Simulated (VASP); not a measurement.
Wanted: the native input for a VASP 6.6.1 run.

```
Task                   : single point
Functional             : PBE
Potentials or basis    : VASP PAW PBE potentials, release 64 (Zn, Cd, Se)
Cutoff                 : 520 eV
k mesh                 : 3 × 3 × 4
Occupations            : gaussian, width 0.1 eV
Spin                   : no spin polarisation
Dipole correction      : no
Further INCAR settings : ALGO = Normal; EDIFF = 1e-06; NBANDS = 36
```

The structure of Zn2CdSe3 lies in POSCAR:

```
Zn2CdSe3
1.0
    6.3305189300      0.0000000000      0.0000000000
   -3.1652594700      5.4823902200      0.0000000000
    0.0000000000      0.0000000000      4.1290565300
Zn Cd Se
2 1 3
Direct
    0.6666666700      0.3333333300      0.0000000000
    0.3333333300      0.6666666700      0.0000000000
    0.0000000000      0.0000000000      0.0000000000
    0.5000000000      0.5000000000      0.5000000000
    0.5000000000      0.0000000000      0.5000000000
    0.0000000000      0.5000000000      0.5000000000
```

These files were run (other wordings do the same):

INCAR

```
PREC = Accurate
ENCUT = 520
EDIFF = 1E-6
ISMEAR = 0
SIGMA = 0.1
LREAL = F
LASPH = T
NELM = 100
ALGO = Normal
ISIF = 2
LWAVE = F
LCHARG = F
GGA = PE
NBANDS = 36
```

KPOINTS

```
Automatic mesh
0
Gamma
  3 3 4
```

Potentials or basis: VASP PAW PBE potentials, release 64 (Zn, Cd, Se).

Launch:

```sh
$ cat potpaw_PBE.64/Zn/POTCAR potpaw_PBE.64/Cd/POTCAR potpaw_PBE.64/Se/POTCAR > POTCAR
$ mpirun -np 1 vasp_std > vasp.out
```

Results of the run:

The pressure is -1.7 GPa. The band gap on the k mesh is zero (band 27 reaches 3.04 eV, above the bottom of band 28 at 2.31 eV).

Caveat: the k points lie up to 0.38 Å⁻¹ apart.

It took 24 s on 1 thread of AMD EPYC 9R45 96-Core Processor (Zen 5), on a shared host, peak memory 0.24 GiB.
